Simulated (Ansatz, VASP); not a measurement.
**One calculation of La, two programs**

```
La
1.0
    -3.02969    3.02819    1.87691
     3.02819   -3.02969    1.87691
     3.04486    3.04486   -1.87965
La
2
Direct
  0.00016 0.99984 0.00000
  0.74984 0.25016 0.50000
```

Alike in both runs: task single point; functional LDA; k mesh 12 × 12 × 9; occupations fermi-dirac, width 0.1 eV; no spin polarisation.

|  | VASP | Ansatz |
| --- | --- | --- |
| version | VASP 6.6.1 | Ansatz 0.2.0 |
| potentials or method | VASP PAW LDA potentials, release 64 (La), cutoff 520 eV | plane waves (420 eV) with PAW, scalar-relativistic |
| valence electrons in the cell | 22 | 22 |

```tsv
	VASP	Ansatz	Ansatz less VASP
pressure (GPa)	-3.3	-3.2	+0.11
traceless stress, the component that is largest in VASP (GPa)	-0.36	-0.44	-0.076
```

Ansatz warns that its potentials were made for another functional, while VASP's fit it. LDA's correlation is that of Perdew and Zunger in VASP and of Perdew and Wang (1992) in Ansatz.

Spin-orbit coupling is off throughout.
